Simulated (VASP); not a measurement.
The system is TaN.

```
Ta N
1.0
     2.93994    0.00000    0.00000
    -1.46997    2.54606    0.00000
     0.00000    0.00000    2.89018
Ta N
1 1
Direct
  0.00000 0.00000 0.50000
  0.66667 0.33333 0.00000
```

Base run:

- Program: VASP 6.6.1
- Functional: PBEsol
- Potentials or basis: VASP PAW PBE potentials, release 64 (Ta_pv, N)
- Cutoff: 520 eV
- k mesh: 13 × 13 × 11
- Occupations: fermi-dirac, width 0.05 eV
- Spin: no spin polarisation

Its results: band gap on the k mesh zero (band 8 reaches 8.13 eV, above the bottom of band 9 at 7.96 eV); pressure -5.4 GPa.

Problem. The run is repeated on the same cell with these changes: functional from PBEsol to r2SCAN. What comes out?

Solution. Band gap on the k mesh zero (band 8 reaches 8.32 eV, above the bottom of band 9 at 8.11 eV); pressure 0.0 GPa.

Caveats: the PAW data sets were made with another functional, which shifts forces and pressure a little; spin-orbit coupling is left out, which moves the levels of the heavy elements.
